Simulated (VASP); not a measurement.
Set up this calculation in VASP 6.6.1, as the native input.

```
Task                   : single point
Functional             : PBE
Potentials or basis    : VASP PAW PBE potentials, release 64 (Mo_sv)
Cutoff                 : 520 eV
k mesh                 : 22 × 22 × 22
Occupations            : gaussian, width 0.15 eV
Spin                   : no spin polarisation
Dipole correction      : no
Further INCAR settings : ALGO = Fast; EDIFF = 1e-06; NBANDS = 13
```

The structure of Mo lies in POSCAR:

```
Mo
1.0
   -1.6966800000      1.6966800000      1.5710000000
    1.6966800000     -1.6966800000      1.5710000000
    1.6966800000      1.6966800000     -1.5710000000
Mo
1
Direct
    0.0000000000      0.0000000000      0.0000000000
```

This cell differs from its parent crystal: strain +0.080 along x and y, +0.000 along z.

The input as run:

INCAR

```
  PREC = Accurate
  ENCUT = 520
  EDIFF = 1E-6
  ISMEAR = 0
  SIGMA = 0.15
  LREAL = F
  LASPH = T
  NELM = 80
  ALGO = Fast
  ISIF = 2
  LWAVE = F
  LCHARG = F
  GGA = PE
  NBANDS = 13
```

KPOINTS

```
Automatic mesh
0
Gamma
  22 22 22
```

Potentials or basis: VASP PAW PBE potentials, release 64 (Mo_sv).

Run with:

```console
$ cat potpaw_PBE.64/Mo_sv/POTCAR > POTCAR
$ mpirun -np 1 vasp_std > vasp.out
```

Results of the run:

```json
{"Pressure": "-25.3 GPa", "Band gap on the k mesh": "zero (band 7 reaches 13.53 eV, above the bottom of band 8 at 9.40 eV)"}
```

Caveat: the cell differs from its parent crystal (strain +0.080 along x and y, +0.000 along z).

Wall time 65 s on 1 thread of Intel(R) Xeon(R) 6975P-C (Granite Rapids), with other jobs on the host, peak memory 0.29 GiB.
